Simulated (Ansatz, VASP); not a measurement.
One calculation of HfN, two programs

Contents of POSCAR:

```
HfN
1.0
    0.0000000000      2.4548220000      2.4548220000
    2.4548220000      0.0000000000      2.4548220000
    2.4548220000      2.4548220000      0.0000000000
Hf N
1 1
Direct
    0.0000000000      0.0000000000      0.0000000000
    0.2500000000      0.2500000000      0.2500000000
```

File INCAR.step1:

```
SYSTEM = HfN
PREC = Accurate ; ENCUT = 600
EDIFF = 1E-5 ; ISMEAR = -1
SIGMA = 0.05 ; LREAL = .False.
LASPH = .True. ; NELM = 100
ALGO = Normal ; LWAVE = .True.
LCHARG = .False. ; GGA = PE
NBANDS = 14
```

The input INCAR.step2:

```
SYSTEM = HfN
PREC = Accurate ; ENCUT = 600
EDIFF = 1E-7 ; ISMEAR = -1
SIGMA = 0.05 ; LREAL = .False.
LASPH = .True. ; NELM = 100
ALGO = Normal ; ISIF = 3
LWAVE = .False. ; LCHARG = .False.
GGA = PS ; LHFCALC = .True.
AEXX = 0.25 ; PRECFOCK = Normal
IBRION = 2 ; NSW = 60
EDIFFG = -0.01 ; ISTART = 1
```

The input KPOINTS:

```
regular mesh
0
Gamma
  5 5 5
  0 0 0
```

File input:

```
crystal:
  lattice:
    - [0.0, 2.454822, 2.454822]
    - [2.454822, 0.0, 2.454822]
    - [2.454822, 2.454822, 0.0]
  atoms:
    - { symbol: Hf, position: [0.0, 0.0, 0.0] }
    - { symbol: "N", position: [0.25, 0.25, 0.25] }
hamiltonian:
  xc: { exchange: pbesol, correlation: pbesol, exx: { coeff: 0.25 } }
  pseudopotentials: { kind: paw }
kpoints:
  mp_grid: { grid: [5, 5, 5] }
scf:
  occupations: { method: fermi_dirac, width: 0.05 }
output:
  forces: true
  stress: true
  eigenvalues: true
  write_density: true
  write_potential: true
  elf: true
  volumetric_format: npy
relax:
  f_tol: 0.01
  max_steps: 40
  cell: { stress_tol: 0.05 }
```

Alike in both runs: task relaxation of cell and atoms; functional PBEsol-based global hybrid with a share of 0.25 of exact exchange; k mesh 5 × 5 × 5; occupations fermi-dirac, width 0.05 eV; no spin polarisation.

```csv
,VASP,Ansatz
version,VASP 6.6.1,Ansatz 0.2.0
potentials or method,"VASP PAW PBE potentials, release 64 (Hf_pv, N)",Ansatz PAW
plane-wave cutoff (eV),600,420
valence electrons in the cell,15,31
```

Ansatz gave:

```
gap on the k mesh at the Fermi level, each at its own relaxed structure (eV)  : none
relaxed volume (Å³/atom)                                                      : 14.38
relaxed length of the cell vector where the two differ most in proportion (Å) : 3.439
```

Q: What did VASP give for the same quantities?

A: gap on the k mesh at the Fermi level, each at its own relaxed structure (eV): none; relaxed volume (Å³/atom): 14.20; relaxed length of the cell vector where the two differ most in proportion (Å): 3.424.

VASP's potentials were made for PBE, not for PBEsol-based global hybrid. A gap of «none» marks a metal or a gap that the smearing closes. VASP's potentials hold 15 valence electrons a cell and Ansatz's 31, so a difference there can come from the potentials and not from the codes.

The k mesh is coarse, so the values compare programs but aren't converged. Spin-orbit coupling is off throughout. Noted on Ansatz's run: the plane-wave basis is chosen anew once the cell has moved, so the energies of steps on either side of that aren't comparable.
